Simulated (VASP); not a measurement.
# GeB16N15 (a cell with a defect) in VASP: notebook

GeB16N15 (a cell with a defect) is run at these levels: PBE, LDA; tasks: single point.

All numbers are computed with VASP 6.6.1; they aren't measurements. Logs are shortened: lines on timing, memory, paths and dates and some standing lists are left out, and cuts for length are marked.

### Step 1. The cell of the first run

The cell holds a defect, 32 atoms: a = 6.277 Å, b = 6.277 Å, c = 6.277 Å, α = 109.47°, β = 109.47°, γ = 109.47°.

### Step 2. Single point, PBE

Input file INCAR:

```
SYSTEM = GeB16N15
PREC = Accurate
ENCUT = 520
EDIFF = 1E-6
ISMEAR = -1
SIGMA = 0.01
LREAL = Auto
LASPH = .True.
NELM = 120
ALGO = Normal
ISIF = 2
LWAVE = .False.
LCHARG = .False.
GGA = PE
NBANDS = 90
NELECT = 138.0
GGA_COMPAT = .False.
```

Input file KPOINTS:

```
regular mesh
0
Gamma
  1 1 1
  0 0 0
```

Input file POSCAR:

```
GeB16N15
1.0
   -3.6241103844      3.6241103844     -3.6241103844
    3.6241103844      3.6241103844      3.6241103844
    3.6241103844     -3.6241103844     -3.6241103844
B N Ge
16 15 1
Direct
    0.0017583966      0.0052595350      0.0012682914
   -0.0001596164      0.2505839828      0.7540210093
   -0.0001638354      0.5042865202      0.5002948741
    0.0017568993      0.7515405503      0.2549726361
    0.2470818880     -0.0031447680      0.7456227837
    0.2116572369      0.2505847742      0.5003147152
    0.2470956588      0.4959101289      0.2465938943
    0.2554715802      0.7515398289      0.0012643811
    0.5008015183     -0.0385701787      0.5002977888
    0.5007807424      0.2505692653      0.2111474021
    0.5007975720      0.5042916486     -0.0006526480
    0.5007925469      0.7496203642      0.7540192528
    0.7461291675     -0.0031245297      0.2465902465
    0.7545157682      0.2505867037     -0.0006534382
    0.7899470706      0.5397335395      0.7894432630
    0.7545164235      0.7496224898      0.5003104145
   -0.0136824927     -0.0049870163      0.2447285039
    0.0007937595      0.2505807512      0.0003014379
    0.0152917994      0.5094915323      0.7592156691
    0.0008013059      0.7505821456      0.5002983690
    0.2452211443     -0.0049951851     -0.0141908164
    0.2418891158      0.2505833211      0.7558888705
    0.2418861652      0.5061523059      0.5003017452
    0.2452185085      0.7360893689      0.2447208161
    0.5007968149     -0.0083347012      0.7558793114
    0.5008048873      0.5061570476      0.2414000674
    0.5008058553      0.7505890109      0.0003120647
    0.7563750037     -0.0083343831      0.5002980198
    0.7563780432      0.2505937504      0.2413964923
    0.7597078760      0.5094939113      0.0147895186
    0.7597126963      0.7650720636      0.7592207871
    0.5008022351      0.2505768660      0.5003062169
```

Potentials or basis: VASP PAW PBE potentials, release 64 (B, N, Ge_d).

On the command line:

```bash
$ cat potpaw_PBE.64/B/POTCAR potpaw_PBE.64/N/POTCAR potpaw_PBE.64/Ge_d/POTCAR > POTCAR
$ mpirun -np 1 vasp_gam > vasp.out
```

OUTCAR:

```text
SYSTEM = GeB16N15
   PREC = Accurate
   ENCUT = 520
   EDIFF = 1E-6
   ISMEAR = -1
   LREAL = Auto
   LASPH = .True.
   NELM = 120
   ISIF = 2
   GGA = PE
   NELECT = 138.0

 ion  position               nearest neighbor table
   1  0.002  0.005  0.001-  31 1.52  18 1.54  17 1.58  21 1.58
   2  1.000  0.251  0.754-  22 1.52  18 1.54  19 1.58  28 1.58
   3  1.000  0.504  0.500-  23 1.52  20 1.54  29 1.58  19 1.58
   4  0.002  0.752  0.255-  30 1.52  20 1.54  24 1.58  17 1.58
   5  0.247  0.997  0.746-  21 1.52  20 1.54  25 1.58  22 1.58
   6  0.212  0.251  0.500-  23 1.55  22 1.55  17 1.55  32 1.82
[... 24 lines left out ...]
  31  0.760  0.765  0.759-   1 1.52  15 1.55  16 1.58  12 1.58
  32  0.501  0.251  0.500-   9 1.81  15 1.82  10 1.82   6 1.82

  LATTYP: Found a body centered cubic cell.
 ALAT       =     7.2482207688

  Lattice vectors:

 A1 = (  -3.6241103844,   3.6241103844,  -3.6241103844)
 A2 = (   3.6241103844,   3.6241103844,   3.6241103844)
 A3 = (   3.6241103844,  -3.6241103844,  -3.6241103844)

Analysis of symmetry for initial positions (statically):
=====================================================================
 Subroutine PRICEL returns:
 Original cell was already a primitive cell.

 Routine SETGRP: Setting up the symmetry group for a
 body centered cubic supercell.

 Subroutine GETGRP returns: Found  1 space group operations
 (whereof  1 operations were pure point group operations)
 out of a pool of 48 trial point group operations.

The static configuration has the point symmetry C_1 .

Analysis of symmetry for dynamics (positions and initial velocities):
=====================================================================
 Subroutine PRICEL returns:
 Original cell was already a primitive cell.

 Routine SETGRP: Setting up the symmetry group for a
 body centered cubic supercell.

 Subroutine GETGRP returns: Found  1 space group operations
 (whereof  1 operations were pure point group operations)
 out of a pool of 48 trial point group operations.

The dynamic configuration has the point symmetry C_1 .

 Subroutine INISYM returns: Found  1 space group operations
 (whereof  1 operations are pure point group operations),
 and found     1 'primitive' translations

----------------------------------------------------------------------------------------

                                     Primitive cell

  volume of cell :     190.3988

  direct lattice vectors                    reciprocal lattice vectors
    -3.624110384  3.624110384 -3.624110384     0.000000000  0.137964893 -0.137964893
     3.624110384  3.624110384  3.624110384     0.137964893  0.137964893  0.000000000
     3.624110384 -3.624110384 -3.624110384     0.137964893  0.000000000 -0.137964893

  length of vectors
     6.277143318  6.277143318  6.277143318     0.195111822  0.195111822  0.195111822

  position of ions in fractional coordinates (direct lattice)
     0.001758397  0.005259535  0.001268291
     0.999840384  0.250583983  0.754021009
     0.999836165  0.504286520  0.500294874
     0.001756899  0.751540550  0.254972636
     0.247081888  0.996855232  0.745622784
     0.211657237  0.250584774  0.500314715
[... 24 lines left out ...]
     0.759712696  0.765072064  0.759220787
     0.500802235  0.250576866  0.500306217

  ion indices of the primitive-cell ions
   primitive index   ion index
                 1           1
                 2           2
                 3           3
                 4           4
                 5           5
                 6           6
[... 24 lines left out ...]
                31          31
                32          32

----------------------------------------------------------------------------------------

 KPOINTS: regular mesh

Automatic generation of k-mesh.
 Grid dimensions read from file:
 generate k-points for:    1    1    1

 Generating k-lattice:

  Cartesian coordinates                     Fractional coordinates (reciprocal lattice)
     0.000000000  0.137964893 -0.137964893     1.000000000  0.000000000  0.000000000
     0.137964893  0.137964893  0.000000000     0.000000000  1.000000000  0.000000000
     0.137964893  0.000000000 -0.137964893     0.000000000  0.000000000  1.000000000

  Length of vectors
     0.195111822  0.195111822  0.195111822

  Shift w.r.t. Gamma in fractional coordinates (k-lattice)
     0.000000000  0.000000000  0.000000000

 Subroutine IBZKPT returns following result:
 ===========================================

 Found      1 irreducible k-points:

 Following reciprocal coordinates:
            Coordinates               Weight
  0.000000  0.000000  0.000000      1.000000
   k-points           NKPTS =      1   k-points in BZ     NKDIM =      1   number of bands    NBANDS=     90
   number of dos      NEDOS =    301   number of ions     NIONS =     32
   total plane-waves  NPLWV = 110592
   dimension x,y,z NGX =    48 NGY =   48 NGZ =   48
   dimension x,y,z NGXF=    96 NGYF=   96 NGZF=   96
   ions per type =              16  15   1
   NGX,Y,Z   is equivalent  to a cutoff of  12.71, 12.71, 12.71 a.u.
   NGXF,Y,Z  is equivalent  to a cutoff of  25.42, 25.42, 25.42 a.u.
 SYSTEM =  GeB16N15
   PREC   = accura    normal or accurate (medium, high low for compatibility)
   ISTART =      0    job   : 0-new  1-cont  2-samecut
   ICHARG =      2    charge: 1-file 2-atom 10-const
   ISPIN  =      1    spin polarized calculation?
   LNONCOLLINEAR =      F non collinear calculations
   LSORBIT =      F    spin-orbit coupling
   LASPH  =      T    aspherical Exc in radial PAW
   ENCUT  =  520.0 eV  38.22 Ry    6.18 a.u.  11.67 11.67 11.67*2*pi/ulx,y,z
   NELM   =    120;   NELMIN=  2; NELMDL= -5     # of ELM steps
   EDIFF  = 0.1E-05   stopping-criterion for ELM
   LREAL  =      T    real-space projection
   EDIFFG = 0.1E-04   stopping-criterion for IOM
   NSW    =      0    number of steps for IOM
   IBRION =     -1    ionic relax: 0-MD 1-quasi-New 2-CG
   NFREE  =      0    steps in history (QN), initial steepest desc. (CG)
   ISIF   =      2    stress and relaxation
   ISYM   =      2    0-nonsym 1-usesym 2-fastsym
   POTIM  = 0.5000    time-step for ionic-motion
   TEBEG  =    0.0;   TEEND  =   0.0 temperature during run
   PSTRESS=    0.0 pullay stress
   NELECT =     138.0000    total number of electrons
   NUPDOWN=      -1.0000    fix difference up-down
   EMIN   =  10.00;   EMAX   =-10.00  energy-range for DOS
   EFERMI =   0.00;   METHOD = LEGACY
   ISMEAR =    -1;   SIGMA  =   0.01  broadening in eV -4-tet -1-fermi 0-gaus
   EFERMI_NEDOS =   21; number of points for ismear=-14 and -15
   IALGO  =     38    algorithm
   IMIX   =      4    mixing-type and parameters
     AMIX     =   0.40;   BMIX     =  1.00
     AMIX_MAG =   1.60;   BMIX_MAG =  1.00
  volume/ion in A,a.u.               =       5.95        40.15
  Fermi-wavevector in a.u.,A,eV,Ry     =   1.470550  2.778936 29.422832  2.162517
  Thomas-Fermi vector in A             =   2.585793
   LORBIT       =      0    0 simple, 1 ext, 2 COOP (PROOUT), +10 PAW based schemes
   GGA     = PE    functional components
   LHFCALC =     F    Hartree Fock is set to
   AEXX    =    0.0000 exact exchange contribution
   IVDW    =     0    specifies the selected vdW correction
   LEPSILON=     F    determine dielectric tensor
   LRPA    =     F    only Hartree local field effects (RPA)
 non-spin polarized calculation
  energy-cutoff  :      520.00
  volume of cell :      190.40
 maximum number of plane-waves:      2545
 NGX is ok and might be reduce to    48
   NGX = 23   NGY = 23   NGZ = 23

 number of electron     138.0000003 magnetization

 Free energy of the ion-electron system (eV)
  ---------------------------------------------------
  ext. energy  EPLUGINS =         0.00000000
  ---------------------------------------------------
  free energy    TOTEN  =      -248.92571654 eV

  energy without entropy =     -248.92571654  energy(sigma->0) =     -248.92571654

 E-fermi :  10.3514     XC(G=0): -13.0088

 val. band max:       10.0201922747   @ k =   0.0000   0.0000   0.0000
 cond. band min:      12.0573083317   @ k =   0.0000   0.0000   0.0000
 fundamental gap:      2.0371160570
 Fermi energy:        10.3513506518

 k-point     1 :       0.0000    0.0000    0.0000
  band No.  band energies     occupation
      1     -12.6259      2.00000
      2     -12.2295      2.00000
      3     -12.2295      2.00000
      4     -12.2294      2.00000
      5     -12.1145      2.00000
      6     -12.1145      2.00000
[... 73 lines left out ...]
     80      17.0027      0.00000
     81      17.0027      0.00000
 [bands above 81 left out]

------------------------ aborting loop because EDIFF is reached ----------------------------------------

  FORCE on cell =-STRESS in cart. coord.  units (eV):
  Direction    XX          YY          ZZ          XY          YZ          ZX
  --------------------------------------------------------------------------------------
  -------------------------------------------------------------------------------------
  Total       50.7549004     50.7555414     50.7550329      0.0006468     -0.0013021      0.0025929
  in kB      427.0948356    427.1002290    427.0959502      0.0054425     -0.0109568      0.0218188
  external PRESSURE =     427.0970049 kB  Pullay stress =       0.0000000 kB

 VOLUME and BASIS-vectors are now :
 -----------------------------------------------------------------------------
  energy-cutoff  :      520.00
  volume of cell :      190.40
      direct lattice vectors                 reciprocal lattice vectors
    -3.624110384  3.624110384 -3.624110384     0.000000000  0.137964893 -0.137964893
     3.624110384  3.624110384  3.624110384     0.137964893  0.137964893  0.000000000
     3.624110384 -3.624110384 -3.624110384     0.137964893  0.000000000 -0.137964893

 POSITION                                       TOTAL-FORCE (eV/Angst)
 -----------------------------------------------------------------------------------
      0.01728      0.02084      0.00809         0.117670      0.118221      0.047383
      0.01727      1.79902     -5.44804         0.117049     -0.118344     -0.046544
      0.01720      3.63798     -3.60905         0.119114      0.047374      0.117663
      3.64135      1.80598      1.79325         0.118174     -0.046934     -0.117818
      5.41948      1.80595      0.01504        -0.117062     -0.046335      0.118520
      1.95427     -0.13798     -1.67212        -0.341229      0.339810     -0.340600
[... 24 lines left out ...]
      2.77092      2.77449     -2.73208        -0.028612     -0.027876     -0.029943
      0.90632      0.90992     -2.72001         0.000421     -0.000865      0.001321
 -----------------------------------------------------------------------------------
    total drift:                                0.000422     -0.007876      0.002983

  FREE ENERGIE OF THE ION-ELECTRON SYSTEM (eV)
  ---------------------------------------------------
  free  energy   TOTEN  =      -248.9257165417 eV

  energy  without entropy=     -248.9257165417  energy(sigma->0) =     -248.92571654
```

Wall time 1.8 min (1 thread of Intel Xeon 8259CL, shared host); peak memory 0.32 GiB.

What came out:

| Item | Value |
| --- | --- |
| Free energy | -248.9257 eV |
| Largest force | 0.590 eV/Å |

Forces in eV/Å, atoms in the order of the input:
```
B    0.118  0.118  0.047
B    0.117 -0.118 -0.047
B    0.119  0.047  0.118
B    0.118 -0.047 -0.118
B   -0.117 -0.046  0.119
B   -0.341  0.340 -0.341
B   -0.118 -0.119  0.048
B   -0.047  0.118 -0.118
B    0.341  0.339  0.340
B    0.340 -0.339 -0.341
B    0.047  0.119  0.118
B    0.047 -0.117 -0.118
B   -0.047 -0.118  0.117
B   -0.118  0.117 -0.046
B   -0.339 -0.341  0.338
B   -0.118  0.047 -0.117
N    0.031  0.028 -0.028
N    0.000  0.001 -0.001
N    0.031 -0.028  0.029
N    0.000 -0.001 -0.001
N    0.028  0.029 -0.028
N   -0.029  0.029  0.031
N   -0.028 -0.030 -0.029
N    0.028  0.029 -0.031
N   -0.031  0.029  0.028
N   -0.030 -0.028 -0.027
N   -0.001  0.000  0.000
N    0.029 -0.030  0.028
N    0.027 -0.030  0.031
N   -0.029  0.031  0.029
N   -0.029 -0.028 -0.030
Ge   0.000 -0.001  0.001
```

Caveat: the k points lie up to 1.23 Å⁻¹ apart, too coarse for converged energies, forces and pressures; the cell carries a net charge on a neutralising background, which shifts energy and pressure; the cell is charged against a uniform background, so pressure and absolute levels hang on convention.

### Step 3. Single point, PBE

Input file INCAR:

```
SYSTEM = GeB16N15
  PREC = Accurate
  ENCUT = 520
  EDIFF = 1E-6
  ISMEAR = 0
  SIGMA = 0.01
  LREAL = Auto
  LASPH = .TRUE.
  NELM = 120
  ALGO = Normal
  ISIF = 2
  LWAVE = .FALSE.
  LCHARG = .FALSE.
  GGA = PE
  NELECT = 138.0
  NBANDS = 90
  GGA_COMPAT = .FALSE.
```

Input file KPOINTS:

```
Automatic mesh
0
Gamma
  1 1 1
  0.25 0.25 0.25
```

POSCAR, as its differences from that of step 2:

```diff
@@ -2,5 +2,5 @@
 1.0
-   -3.6241103844      3.6241103844     -3.6241103844
-    3.6241103844      3.6241103844      3.6241103844
-    3.6241103844     -3.6241103844     -3.6241103844
+   -3.6241103800      3.6241103800     -3.6241103800
+    3.6241103800      3.6241103800      3.6241103800
+    3.6241103800     -3.6241103800     -3.6241103800
 B N Ge
```

Potentials or basis: VASP PAW PBE potentials, release 64 (B, N, Ge_d).

On the command line:

```bash
$ cat potpaw_PBE.64/B/POTCAR potpaw_PBE.64/N/POTCAR potpaw_PBE.64/Ge_d/POTCAR > POTCAR
$ mpirun -np 1 vasp_std > vasp.out
```

Wall time 2.3 min (1 thread of Intel Xeon 8259CL, shared host); peak memory 0.32 GiB.

The run converged. Its results:

- Free energy: -251.6828 eV
- Largest force: 0.024 eV/Å

Forces in eV/Å, atoms in the order of the input:
```
B    0.006  0.006 -0.014
B    0.005 -0.007  0.015
B    0.007 -0.014  0.006
B    0.006  0.015 -0.006
B   -0.005  0.015  0.007
B   -0.015  0.013 -0.014
B   -0.006 -0.008 -0.013
B    0.014  0.007 -0.006
B    0.014  0.012  0.013
B    0.014 -0.012 -0.015
B   -0.014  0.007  0.007
B   -0.015 -0.005 -0.007
B    0.014 -0.006  0.005
B   -0.006  0.006  0.016
B   -0.012 -0.014  0.011
B   -0.007 -0.014 -0.006
N   -0.016  0.009 -0.010
N    0.000  0.001 -0.001
N   -0.016 -0.010  0.011
N    0.000 -0.001 -0.001
N    0.010 -0.017 -0.010
N   -0.010  0.010 -0.016
N   -0.009  0.016 -0.010
N    0.010  0.010  0.015
N    0.016  0.011  0.010
N    0.016 -0.010 -0.009
N   -0.001  0.000  0.000
N    0.011  0.016  0.009
N    0.009 -0.011 -0.016
N   -0.010 -0.015  0.010
N   -0.010 -0.009  0.016
Ge   0.001 -0.001  0.001
```

Levels at points of the mesh, in eV from the Fermi level:
```
           k point  band 66  band 67  band 68  band 69  band 70  band 71  band 72  band 73
(0.25, 0.25, 0.25)    -3.22    -0.06    -0.06    -0.06     5.13     5.13     5.13     5.42
```

Caveat: the k points lie up to 1.23 Å⁻¹ apart, too coarse for converged energies, forces and pressures; the cell carries a net charge on a neutralising background, which shifts energy and pressure; the cell is charged against a uniform background, so pressure and absolute levels hang on convention.

[end of part 1 of 2]
